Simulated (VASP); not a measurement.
A run of VASP 6.6.1 is set up as follows.

INCAR

```
ALGO = Normal
EDIFF = 1E-6
ENCUT = 910
GGA = PS
GGA_COMPAT = F
ISIF = 2
ISMEAR = 0
LASPH = T
LCHARG = F
LREAL = F
LWAVE = F
NBANDS = 28
NELM = 120
PREC = Accurate
SIGMA = 0.1
```

File KPOINTS:

```
k-points
0
Gamma
  6 6 4
```

File POSCAR:

```
SnO
1.0
    3.8136952200      0.0000000000      0.0000000000
    0.0000000000      3.8136952200      0.0000000000
    0.0000000000      0.0000000000      4.8869133000
Sn O
2 2
Direct
    0.0000000000      0.5000000000      0.2353738600
    0.5000000000      0.0000000000      0.7646261400
    0.5000000000      0.5000000000      0.0000000000
    0.0000000000      0.0000000000      0.0000000000
```

Potentials or basis: VASP PAW PBE potentials, release 64 (Sn_d, O_h).

Command:

```console
$ cat potpaw_PBE.64/Sn_d/POTCAR potpaw_PBE.64/O_h/POTCAR > POTCAR
$ mpirun -np 1 vasp_std > vasp.out
```

Task: Estimate the largest force.

Result: 0.162 eV/Å.

Task: Estimate the pressure.

Result: -0.5 GPa.

Task: Predict the band gap on the k mesh.

Result: 0.14 eV (least direct gap 1.98 eV).

Forces in eV/Å, atoms in the order of the input:
```
Sn   0.000  0.000  0.162
Sn   0.000  0.000 -0.162
O    0.000  0.000  0.000
O    0.000  0.000  0.000
```

Caveat: the cutoff is under 1.25 times the usual one of these potentials, so pressure, stress and relaxed cells hold a basis-set (Pulay) error; the PAW data sets were made with another functional, which shifts forces and pressure a little; spin-orbit coupling is left out, which moves the levels of the heavy elements. A k mesh can miss the band edges.
